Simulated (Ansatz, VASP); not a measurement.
## LiH in VASP and in Ansatz

File INCAR:

```
PREC = Accurate ; ENCUT = 520
EDIFF = 1E-7 ; ISMEAR = -1
SIGMA = 0.03 ; LREAL = False
LASPH = True ; NELM = 60
ALGO = Normal ; ISIF = 2
LWAVE = False ; LCHARG = False
GGA = CA ; NBANDS = 9
```

File KPOINTS:

```
Automatic mesh
0
Gamma
  11 11 11
```

Contents of POSCAR:

```
LiH
1.0
    0.0000000000      2.0325000000      2.0528250000
    2.0325000000      0.0000000000      2.0528250000
    2.0325000000      2.0325000000      0.0000000000
Li H
1 1
Direct
    0.0000000000      0.0000000000      0.0000000000
    0.5000000000      0.5000000000      0.5000000000
```

Input for Ansatz:

```yaml
crystal:
  lattice:
    - [0.0, 2.0325, 2.052825]
    - [2.0325, 0.0, 2.052825]
    - [2.0325, 2.0325, 0.0]
  atoms:
    - { symbol: Li, position: [0.0, 0.0, 0.0] }
    - { symbol: H, position: [0.5, 0.5, 0.5] }
kpoints:
  mp_grid: { grid: [11, 11, 11] }
  band_path:
    path:
      - [0.0, 0.0, 0.0]
      - [0.0, 0.5, 0.5]
      - [0.25, 0.75, 0.5]
      - [0.0, 0.5, 0.0]
      - [0.0, 0.0, 0.0]
      - [0.5, 0.5, 0.0]
      - [0.3725370062, 0.6274629938, 0.0]
      - [-0.3725370062, 0.3725370062, 0.0]
      - [0.0, 0.0, 0.0]
    npoints: 5
scf:
  occupations: { method: fermi_dirac, width: 0.03 }
hamiltonian:
  xc: lda
  pseudopotentials: { kind: all_electron, lapw: { basis_error: 0.001 } }
output:
  forces: true
  stress: true
  eigenvalues: true
```

Change from the starting cell: zz strain of +1 %.

Alike in both runs: task single point; functional LDA; k mesh 11 × 11 × 11; occupations fermi-dirac, width 0.03 eV; no spin polarisation.

|  | VASP | Ansatz |
| --- | --- | --- |
| version | VASP 6.6.1 | Ansatz 0.2.0 |
| potentials or method | VASP PAW LDA potentials, release 64 (Li_sv, H), cutoff 520 eV | all-electron LAPW, scalar-relativistic |

|  | VASP | Ansatz | Ansatz less VASP |
| --- | --- | --- | --- |
| gap on the k mesh at the Fermi level (eV) | 2.74 | 2.74 | +0.009 |

LDA's correlation is that of Perdew and Zunger in VASP and of Perdew and Wang (1992) in Ansatz. Ansatz ran all-electron here, and VASP with PAW potentials.

Noted on VASP's run: the cutoff is short for stress, so the pressure is rough.
